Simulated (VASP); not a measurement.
Here is a VASP 6.6.1 calculation.

The input INCAR:

```
PREC = Accurate
ENCUT = 520
EDIFF = 1E-6
ISMEAR = 0
SIGMA = 0.05
LREAL = False
LASPH = True
NELM = 150
ALGO = Normal
ISIF = 2
LWAVE = False
LCHARG = False
LMAXMIX = 4
LDAU = True
LDAUTYPE = 2
LDAUL = 2 -1
LDAUU = 4 0
LDAUJ = 0 0
LDAUPRINT = 1
GGA = PE
NBANDS = 33
```

Contents of KPOINTS:

```
Automatic mesh
0
Gamma
  8 8 8
```

Contents of POSCAR:

```
TiO2
1.0
   -1.9530452893      1.9530452893      4.6701218957
    1.9530452893     -1.9530452893      4.6701218957
    1.9530452893      1.9530452893     -4.6701218957
Ti O
2 4
Direct
    0.0000000000      0.0000000000      0.0000000000
    0.7500000000      0.2500000000      0.5000000000
    0.2154529329      0.2154529329      0.0000000000
    0.9654529329      0.4654529329      0.5000000000
    0.5345470671      0.0345470671      0.5000000000
    0.7845470671      0.7845470671      0.0000000000
```

Potentials or basis: VASP PAW PBE potentials, release 64 (Ti_sv, O).

The run is started by

```sh
$ cat potpaw_PBE.64/Ti_sv/POTCAR potpaw_PBE.64/O/POTCAR > POTCAR
$ mpirun -np 1 vasp_std > vasp.out
```

(1) Predict the largest force.

(2) Predict the band gap on the k mesh.

## Answers

(1) 0.441 eV/Å.

(2) 2.30 eV, indirect (least direct gap 2.81 eV).
